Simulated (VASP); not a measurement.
As, 2 atoms in the cell. The typed cell holds 2 atoms: a = 3.447 Å, b = 3.447 Å, c = 3.447 Å, α = 59.97°, β = 59.97°, γ = 59.97°. 

* Program: VASP 6.6.1
* Task: single point
* Functional: PBE
* Potentials or basis: VASP PAW PBE potentials, release 64 (As)
* Cutoff: 520 eV
* k mesh: 14 × 14 × 14
* Occupations: fermi-dirac, width 0.08 eV
* Spin: no spin polarisation
* Dipole correction: no
* Further INCAR settings: ALGO = Normal; EDIFF = 1e-07; NBANDS = 12

Potentials or basis: VASP PAW PBE potentials, release 64 (As).

Command:

```console
$ cat potpaw_PBE.64/As/POTCAR > POTCAR
$ mpirun -np 1 vasp_std > vasp.out
```

Hardware: 1 thread of Intel(R) Xeon(R) Platinum 8259CL CPU @ 2.50GHz (Skylake/Cascade Lake), on a shared host.

Q: How long does it take, and how much memory?

A: It took 86 s on 1 thread of Intel(R) Xeon(R) Platinum 8259CL CPU @ 2.50GHz (Skylake/Cascade Lake), on a shared host, peak memory 0.22 GiB. Counts: scf iterations 12, k points 288.
